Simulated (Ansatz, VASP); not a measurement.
**One calculation of La, two programs**

```
La
1.0
     3.77270    0.00000    0.00000
    -1.88635    3.26725    0.00000
     0.00000    0.00000   12.11270
La
4
Cartesian
  0.0000 0.0000 0.0000
  -1.8863 3.2673 6.0564
  0.0000 2.1782 9.0845
  1.8863 1.0891 3.0282
```

Alike in both runs: task single point; functional PBE; k mesh 4 × 4 × 1; occupations fermi-dirac, width 0.1 eV; no spin polarisation.

|  | VASP | Ansatz |
| --- | --- | --- |
| version | VASP 6.6.1 | Ansatz 0.2.0 |
| potentials or method | VASP PAW PBE potentials, release 64 (La), cutoff 520 eV | plane waves (420 eV) with PAW, scalar-relativistic |
| valence electrons in the cell | 44 | 44 |

|  | VASP | Ansatz | Ansatz less VASP |
| --- | --- | --- | --- |
| pressure (GPa) | 0.7 | 0.6 | -0.07 |
| traceless stress, the component that is largest in VASP (GPa) | 0.39 | 0.40 | +0.013 |

The k mesh is coarse, so the values compare programs but aren't converged. Neither program's run includes spin-orbit coupling.
